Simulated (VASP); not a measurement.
# Hg (Im-3m) in VASP: single point with r2SCAN

Aim: the single point of Hg with r2SCAN.

Everything below comes from runs of VASP 6.6.1. Logs are shortened: lines on timing, memory, paths and dates and some standing lists are left out, and cuts for length are marked.

**1. The cell of the first run**

Symmetry: Im-3m, No. 229, cubic system. Conventional cell: a = 3.780 Å, b = 3.780 Å, c = 3.780 Å, α = 90.00°, β = 90.00°, γ = 90.00°. Hg (site symmetry m-3m) has 14 Hg at 3.27 to 3.78 Å within 4.3 Å.

**2. Single point, r2SCAN**

POSCAR

```
Hg
1.0
   -1.8899650058      1.8899650058      1.8899650058
    1.8899650058     -1.8899650058      1.8899650058
    1.8899650058      1.8899650058     -1.8899650058
Hg
1
Direct
    0.0000000000      0.0000000000      0.0000000000
```

INCAR.step1

```
SYSTEM = Hg
  PREC = Accurate
  ENCUT = 520
  ISMEAR = 0
  SIGMA = 0.1
  LREAL = .False.
  LASPH = .True.
  NELM = 80
  NBANDS = 12
  GGA = PE
  ALGO = Normal
  EDIFF = 1E-4
  LWAVE = .True.
  LCHARG = .False.
```

INCAR.step2

```
SYSTEM = Hg
  PREC = Accurate
  ENCUT = 520
  EDIFF = 1E-6
  ISMEAR = 0
  SIGMA = 0.1
  LREAL = .False.
  LASPH = .True.
  NELM = 80
  ALGO = Normal
  ISIF = 2
  LWAVE = .False.
  LCHARG = .False.
  METAGGA = R2SCAN
  LMIXTAU = .True.
  NBANDS = 12
  ISTART = 1
```

KPOINTS

```
Automatic mesh
0
Gamma
  20 20 20
  0 0 0
```

Potentials or basis: VASP PAW PBE potentials, release 64 (Hg).

On the command line:

```sh
cat potpaw_PBE.64/Hg/POTCAR > POTCAR
cp INCAR.step1 INCAR
mpirun -np 1 vasp_std > vasp.out
cp INCAR.step2 INCAR
mpirun -np 1 vasp_std > vasp.out
```

OUTCAR:

```text
SYSTEM = Hg
   PREC = Accurate
   ENCUT = 520
   EDIFF = 1E-6
   ISMEAR = 0
   LREAL = .False.
   LASPH = .True.
   NELM = 80
   ISIF = 2
   METAGGA = R2SCAN
   ISTART = 1

 ion  position               nearest neighbor table
   1  0.000  0.000  0.000-

  LATTYP: Found a body centered cubic cell.
 ALAT       =     3.7799300116

  Lattice vectors:

 A1 = (  -1.8899650058,   1.8899650058,   1.8899650058)
 A2 = (   1.8899650058,  -1.8899650058,   1.8899650058)
 A3 = (   1.8899650058,   1.8899650058,  -1.8899650058)

Analysis of symmetry for initial positions (statically):
=====================================================================
 Subroutine PRICEL returns:
 Original cell was already a primitive cell.

 Routine SETGRP: Setting up the symmetry group for a
 body centered cubic supercell.

 Subroutine GETGRP returns: Found 48 space group operations
 (whereof 48 operations were pure point group operations)
 out of a pool of 48 trial point group operations.

The static configuration has the point symmetry O_h .

Analysis of symmetry for dynamics (positions and initial velocities):
=====================================================================
 Subroutine PRICEL returns:
 Original cell was already a primitive cell.

 Routine SETGRP: Setting up the symmetry group for a
 body centered cubic supercell.

 Subroutine GETGRP returns: Found 48 space group operations
 (whereof 48 operations were pure point group operations)
 out of a pool of 48 trial point group operations.

The dynamic configuration has the point symmetry O_h .

 Subroutine INISYM returns: Found 48 space group operations
 (whereof 48 operations are pure point group operations),
 and found     1 'primitive' translations

----------------------------------------------------------------------------------------

                                     Primitive cell

  volume of cell :      27.0036

  direct lattice vectors                    reciprocal lattice vectors
    -1.889965006  1.889965006  1.889965006     0.000000000  0.264555163  0.264555163
     1.889965006 -1.889965006  1.889965006     0.264555163  0.000000000  0.264555163
     1.889965006  1.889965006 -1.889965006     0.264555163  0.264555163  0.000000000

  length of vectors
     3.273515415  3.273515415  3.273515415     0.374137499  0.374137499  0.374137499

  position of ions in fractional coordinates (direct lattice)
     0.000000000  0.000000000  0.000000000

  ion indices of the primitive-cell ions
   primitive index   ion index
                 1           1

----------------------------------------------------------------------------------------

 KPOINTS: Automatic mesh

Automatic generation of k-mesh.
 Grid dimensions read from file:
 generate k-points for:   20   20   20

 Generating k-lattice:

  Cartesian coordinates                     Fractional coordinates (reciprocal lattice)
     0.000000000  0.013227758  0.013227758     0.050000000  0.000000000  0.000000000
     0.013227758  0.000000000  0.013227758     0.000000000  0.050000000  0.000000000
     0.013227758  0.013227758  0.000000000     0.000000000  0.000000000  0.050000000

  Length of vectors
     0.018706875  0.018706875  0.018706875

  Shift w.r.t. Gamma in fractional coordinates (k-lattice)
     0.000000000  0.000000000  0.000000000

 Subroutine IBZKPT returns following result:
 ===========================================

 Found    256 irreducible k-points:

 Following reciprocal coordinates:
            Coordinates               Weight
  0.000000  0.000000  0.000000      1.000000
  0.050000  0.000000  0.000000     12.000000
  0.100000  0.000000  0.000000     12.000000
  0.150000  0.000000  0.000000     12.000000
  0.200000  0.000000  0.000000     12.000000
  0.250000  0.000000  0.000000     12.000000
[... 16 lines left out ...]
  0.200000  0.100000  0.000000     48.000000
  0.250000  0.100000  0.000000     48.000000
 [... further k-points ...]
   k-points           NKPTS =    256   k-points in BZ     NKDIM =    256   number of bands    NBANDS=     12
   number of dos      NEDOS =    301   number of ions     NIONS =      1
   total plane-waves  NPLWV =  13824
   dimension x,y,z NGX =    24 NGY =   24 NGZ =   24
   dimension x,y,z NGXF=    48 NGYF=   48 NGZF=   48
   ions per type =               1
   NGX,Y,Z   is equivalent  to a cutoff of  12.19, 12.19, 12.19 a.u.
   NGXF,Y,Z  is equivalent  to a cutoff of  24.38, 24.38, 24.38 a.u.
 SYSTEM =  Hg
   PREC   = accura    normal or accurate (medium, high low for compatibility)
   ISTART =      1    job   : 0-new  1-cont  2-samecut
   ICHARG =      0    charge: 1-file 2-atom 10-const
   ISPIN  =      1    spin polarized calculation?
   LNONCOLLINEAR =      F non collinear calculations
   LSORBIT =      F    spin-orbit coupling
   LASPH  =      T    aspherical Exc in radial PAW
   ENCUT  =  520.0 eV  38.22 Ry    6.18 a.u.   6.09  6.09  6.09*2*pi/ulx,y,z
   NELM   =     80;   NELMIN=  2; NELMDL=  0     # of ELM steps
   EDIFF  = 0.1E-05   stopping-criterion for ELM
   LREAL  =      F    real-space projection
   EDIFFG = 0.1E-04   stopping-criterion for IOM
   NSW    =      0    number of steps for IOM
   IBRION =     -1    ionic relax: 0-MD 1-quasi-New 2-CG
   NFREE  =      0    steps in history (QN), initial steepest desc. (CG)
   ISIF   =      2    stress and relaxation
   ISYM   =      2    0-nonsym 1-usesym 2-fastsym
   POTIM  = 0.5000    time-step for ionic-motion
   TEBEG  =    0.0;   TEEND  =   0.0 temperature during run
   PSTRESS=    0.0 pullay stress
   NELECT =      12.0000    total number of electrons
   NUPDOWN=      -1.0000    fix difference up-down
   EMIN   =  10.00;   EMAX   =-10.00  energy-range for DOS
   EFERMI =   0.00;   METHOD = LEGACY
   ISMEAR =     0;   SIGMA  =   0.10  broadening in eV -4-tet -1-fermi 0-gaus
   EFERMI_NEDOS =   21; number of points for ismear=-14 and -15
   IALGO  =     38    algorithm
   IMIX   =      4    mixing-type and parameters
     AMIX     =   0.40;   BMIX     =  1.00
     AMIX_MAG =   1.60;   BMIX_MAG =  1.00
  volume/ion in A,a.u.               =      27.00       182.23
  Fermi-wavevector in a.u.,A,eV,Ry     =   1.249285  2.360806 21.234786  1.560713
  Thomas-Fermi vector in A             =   2.383333
   LORBIT       =      0    0 simple, 1 ext, 2 COOP (PROOUT), +10 PAW based schemes
   METAGGA = R2SCAN    functional components
   LHFCALC =     F    Hartree Fock is set to
   AEXX    =    0.0000 exact exchange contribution
   IVDW    =     0    specifies the selected vdW correction
   LEPSILON=     F    determine dielectric tensor
   LRPA    =     F    only Hartree local field effects (RPA)
 non-spin polarized calculation
 Gauss-broadening in eV      SIGMA  =   0.10
  energy-cutoff  :      520.00
  volume of cell :       27.00
 maximum number of plane-waves:       740
   NGX = 13   NGY = 13   NGZ = 13

 number of electron      11.9999996 magnetization

 Free energy of the ion-electron system (eV)
  ---------------------------------------------------
  ext. energy  EPLUGINS =         0.00000000
  ---------------------------------------------------
  free energy    TOTEN  =       -49.36438849 eV

  energy without entropy =      -49.36376416  energy(sigma->0) =      -49.36407633

 E-fermi :   1.6126     XC(G=0): -10.6593

 val. band max:        1.5459750482   @ k =  -0.4500  -0.4500   0.0500
 cond. band min:       1.7312451767   @ k =   0.4000   0.1000   0.0500
 fundamental gap:      0.1852701285
 Fermi energy:         1.6125960558

 k-point     1 :       0.0000    0.0000    0.0000
  band No.  band energies     occupation
      1      -6.5484      2.00000
      2      -5.4323      2.00000
      3      -5.4323      2.00000
      4      -5.4323      2.00000
      5      -4.7310      2.00000
      6      -4.7310      2.00000
      7      16.6091      0.00000
      8      16.6091      0.00000
      9      16.6091      0.00000
     10      17.1236      0.00000
     11      17.1236      0.00000
     12      17.1236      0.00000

 k-point     2 :       0.0500    0.0000    0.0000
  band No.  band energies     occupation
      1      -6.4860      2.00000
      2      -5.4411      2.00000
      3      -5.4276      2.00000
      4      -5.4064      2.00000
      5      -4.7405      2.00000
      6      -4.7307      2.00000
      7      15.8477      0.00000
      8      16.3480      0.00000
      9      16.3787      0.00000
     10      16.9481      0.00000
     11      17.1059      0.00000
     12      17.1277      0.00000

 k-point     3 :       0.1000    0.0000    0.0000
  band No.  band energies     occupation
      1      -6.3069      2.00000
      2      -5.4663      2.00000
      3      -5.4077      2.00000
      4      -5.3302      2.00000
      5      -4.7654      2.00000
      6      -4.7299      2.00000
      7      14.1623      0.00000
      8      15.6897      0.00000
      9      15.7381      0.00000
     10      16.6994      0.00000
     11      17.0579      0.00000
     12      17.3134      0.00000

 k-point     4 :       0.1500    0.0000    0.0000
  band No.  band energies     occupation
      1      -6.0525      2.00000
      2      -5.5054      2.00000
      3      -5.3373      2.00000
      4      -5.2088      2.00000
      5      -4.7955      2.00000
      6      -4.7282      2.00000
      7      12.2626      0.00000
      8      14.8415      0.00000
      9      14.9602      0.00000
     10      16.4338      0.00000
     11      16.9915      0.00000
     12      17.6819      0.00000

 k-point     5 :       0.2000    0.0000    0.0000
  band No.  band energies     occupation
      1      -5.8546      2.00000
      2      -5.5542      2.00000
      3      -5.0929      2.00000
      4      -5.0509      2.00000
      5      -4.8172      2.00000
      6      -4.7256      2.00000
      7      10.3492      0.00000
      8      13.9428      0.00000
      9      14.1950      0.00000
     10      16.1964      0.00000
     11      16.9193      0.00000
     12      18.2024      0.00000
[... 228 lines left out ...]
      1      -5.9103      2.00000
      2      -5.4692      2.00000
      3      -5.4387      2.00000
      4      -5.0506      2.00000
      5      -4.8201      2.00000
      6      -4.7113      2.00000
      7      11.8384      0.00000
      8      13.2192      0.00000
      9      14.5239      0.00000
     10      17.0513      0.00000
     11      17.3991      0.00000
     12      18.0061      0.00000

 k-point    22 :       0.1500    0.1000    0.0000
  band No.  band energies     occupation
      1      -5.7444      2.00000
      2      -5.5001      2.00000
      3      -5.3363      2.00000
      4      -4.8472      2.00000
      5      -4.7996      2.00000
      6      -4.6414      2.00000
      7      10.1999      0.00000
      8      12.2159      0.00000
      9      13.8209      0.00000
     10      16.9582      0.00000
     11      17.7344      0.00000
     12      18.3389      0.00000

 k-point    23 :       0.2000    0.1000    0.0000
  band No.  band energies     occupation
      1      -5.7283      2.00000
      2      -5.5559      2.00000
      3      -5.1027      2.00000
      4      -4.8588      2.00000
      5      -4.7225      2.00000
      6      -4.2203      2.00000
      7       8.4604      0.00000
      8      11.4153      0.00000
      9      13.1588      0.00000
     10      16.7934      0.00000
     11      18.2436      0.00000
     12      18.3994      0.00000

 k-point    24 :       0.2500    0.1000    0.0000
  band No.  band energies     occupation
      1      -5.7712      2.00000
      2      -5.6133      2.00000
      3      -4.8885      2.00000
      4      -4.8469      2.00000
      5      -4.6921      2.00000
      6      -3.5543      2.00000
      7       6.7462      0.00000
      8      10.7397      0.00000
      9      12.5792      0.00000
     10      16.6479      0.00000
     11      18.3068      0.00000
     12      18.8745      0.00000

 [... further k-points ...]

------------------------ aborting loop because EDIFF is reached ----------------------------------------

  FORCE on cell =-STRESS in cart. coord.  units (eV):
  Direction    XX          YY          ZZ          XY          YZ          ZX
  --------------------------------------------------------------------------------------
  -------------------------------------------------------------------------------------
  Total        0.0345769      0.0345769      0.0345769      0.0000000      0.0000000     -0.0000000
  in kB        2.0515177      2.0515177      2.0515177      0.0000000      0.0000000     -0.0000000
  external PRESSURE =       2.0515177 kB  Pullay stress =       0.0000000 kB

 VOLUME and BASIS-vectors are now :
 -----------------------------------------------------------------------------
  energy-cutoff  :      520.00
  volume of cell :       27.00
      direct lattice vectors                 reciprocal lattice vectors
    -1.889965006  1.889965006  1.889965006     0.000000000  0.264555163  0.264555163
     1.889965006 -1.889965006  1.889965006     0.264555163  0.000000000  0.264555163
     1.889965006  1.889965006 -1.889965006     0.264555163  0.264555163  0.000000000

 POSITION                                       TOTAL-FORCE (eV/Angst)
 -----------------------------------------------------------------------------------
      0.00000      0.00000      0.00000         0.000000     -0.000000      0.000000
 -----------------------------------------------------------------------------------
    total drift:                               -0.000000      0.000000      0.000000

  FREE ENERGIE OF THE ION-ELECTRON SYSTEM (eV)
  ---------------------------------------------------
  free  energy   TOTEN  =       -49.3643884936 eV

  energy  without entropy=      -49.3637641568  energy(sigma->0) =      -49.36407633
```

Wall time 3.8 min (1 thread of AMD EPYC 7R43 (Zen 3), shared host); peak memory 0.17 GiB.

What came out:

| Property | Result |
| --- | --- |
| Free energy | -49.3644 eV |
| Pressure | 0.2 GPa |
| Band gap on the k mesh | zero (band 6 reaches 3.92 eV, above the bottom of band 7 at 0.95 eV) |

Levels at points of the mesh, in eV from the Fermi level:
| k point | band 4 | band 5 | band 6 | band 7 | band 8 | band 9 |
| --- | --- | --- | --- | --- | --- | --- |
| (0.00, 0.00, 0.00) | -7.04 | -6.34 | -6.34 | 15.00 | 15.00 | 15.00 |
| (0.50, 0.00, 0.00) | -6.32 | -5.83 | -1.61 | -0.66 | 9.11 | 10.19 |
| (0.50, 0.50, 0.50) | -5.95 | -5.95 | 2.31 | 4.05 | 4.05 | 4.05 |

Caveat: the PAW data sets were made with another functional, which shifts forces and pressure a little; spin-orbit coupling is left out, which moves the levels of the heavy elements.
